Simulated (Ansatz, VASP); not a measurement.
One calculation of Ta, two programs

Contents of INCAR:

```
ALGO     = Fast           # electronic algorithm
EDIFF    = 1E-6           # SCF threshold, eV
ENCUT    = 520            # plane-wave cutoff, eV
GGA      = CA             # functional
ISIF     = 2              # what is computed and relaxed
ISMEAR   = -1             # smearing method
LASPH    = True           # aspherical terms in the spheres
LCHARG   = False          # write CHGCAR
LREAL    = False          # projectors in reciprocal space
LWAVE    = False          # write WAVECAR
NBANDS   = 18             # bands
NELM     = 80             # most SCF steps
PREC     = Accurate       # precision mode
SIGMA    = 0.05           # smearing width, eV
```

Contents of KPOINTS:

```
k-points
0
Gamma
  11 11 5
```

The input POSCAR:

```
Ta
1.0
    2.8611730502      0.0000000000      0.0000000000
   -1.4305865251      2.4778485461      0.0000000000
    0.0000000000      0.0000000000      5.0964509272
Ta
2
Direct
    0.3333333333      0.6666666667      0.2500000000
    0.6666666667      0.3333333333      0.7500000000
```

Contents of input.yaml:

```yaml
crystal:
  lattice:
    - [2.8611730502, 0.0, 0.0]
    - [-1.4305865251, 2.4778485461, 0.0]
    - [0.0, 0.0, 5.0964509272]
  atoms:
    - { symbol: Ta, position: [0.3333333333, 0.6666666667, 0.25] }
    - { symbol: Ta, position: [0.6666666667, 0.3333333333, 0.75] }
hamiltonian:
  xc: lda
  pseudopotentials: { kind: paw }
kpoints:
  mp_grid: { grid: [11, 11, 5] }
scf:
  occupations: { method: fermi_dirac, width: 0.05 }
output:
  forces: true
  stress: true
  eigenvalues: true
  write_density: true
  write_potential: true
  elf: true
  volumetric_format: npy
```

Alike in both runs: task single point; functional LDA; k mesh 11 × 11 × 5; occupations fermi-dirac, width 0.05 eV; no spin polarisation.

```csv
,VASP,Ansatz
version,VASP 6.6.1,Ansatz 0.2.0
potentials or method,"VASP PAW LDA potentials, release 64 (Ta_pv)",Ansatz PAW
plane-wave cutoff (eV),520,420
valence electrons in the cell,22,26
```

Ansatz gave:

| Quantity | Value |
| --- | --- |
| gap on the k mesh at the Fermi level (eV) | none |
| pressure (GPa) | -4.6 |
| traceless stress, the component that is largest in VASP (GPa) | 1.50 |

Question: Estimate VASP's values.

Answer: gap on the k mesh at the Fermi level (eV): none; pressure (GPa): -3.9; traceless stress, the component that is largest in VASP (GPa): 1.45.

LDA's correlation is that of Perdew and Zunger in VASP and of Perdew and Wang (1992) in Ansatz. A gap of «none» marks a metal or a gap that the smearing closes. VASP's potentials hold 22 valence electrons a cell and Ansatz's 26, so a difference there can come from the potentials and not from the codes.

Spin-orbit coupling is off throughout.
